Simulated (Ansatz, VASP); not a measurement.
# One calculation of Mg, two programs

```
Mg
1.0
    -1.50963    1.50963    1.50963
     1.50963   -1.50963    1.50963
     1.50963    1.50963   -1.50963
Mg
1
Direct
  0.00000 0.00000 0.00000
```

Change from the starting cell: volume scaled by 0.6, LAPW.

Alike in both runs: task single point; functional PBE; k mesh 17 × 17 × 17; occupations fermi-dirac, width 0.05 eV; no spin polarisation.

|  | VASP | Ansatz |
| --- | --- | --- |
| version | VASP 6.6.1 | Ansatz 0.2.0 |
| potentials or method | VASP PAW PBE potentials, release 64 (Mg), cutoff 600 eV | all-electron LAPW, scalar-relativistic |

VASP gave:

| Quantity | Value |
| --- | --- |
| pressure (GPa) | 49.3 |

Q: What did Ansatz give for the same quantities?

A: Pressure (GPa): 48.7.

Both programs put the cell under a high pressure, so it lies far from rest at this level. Ansatz ran all-electron here, and VASP with PAW potentials.
